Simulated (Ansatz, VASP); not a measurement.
# PbO2 in VASP and in Ansatz

```xyz
6
Lattice="5.0830 0.0000 0.0000 0.0000 5.0830 0.0000 0.0000 0.0000 3.4393" Properties=species:S:1:pos:R:3 pbc="T T T"
Pb    0.0000    0.0000    0.0000
Pb    2.5415    2.5415    1.7196
O     1.5658    1.5658    0.0000
O     4.1073    0.9758    1.7196
O     0.9758    4.1073    1.7196
O     3.5173    3.5173    0.0000
```

Alike in both runs: functional PBE; k mesh 4 × 4 × 6; occupations gaussian, width 0.1 eV; no spin polarisation.

Ansatz relaxed the structure, and its values are those at the end. VASP's run is a single point on that final structure, the one shown.

|  | VASP | Ansatz |
| --- | --- | --- |
| version | VASP 6.6.1 | Ansatz 0.2.0 |
| potentials or method | VASP PAW PBE potentials, release 64 (Pb_d, O), cutoff 520 eV | scalar-relativistic, plane waves, PAW |
| valence electrons in the cell | 52 | 52 |

```tsv
	VASP	Ansatz	Ansatz less VASP
gap on the k mesh at the Fermi level (eV)	0.16	0.16	-0.001
least direct gap on the mesh (eV)	0.51	0.52	+0.012
pressure (GPa)	0.2	0.0	-0.20
rms of the force components (eV/Å)	0.006	0.001	-0.0050
```

Spin-orbit coupling is off throughout.
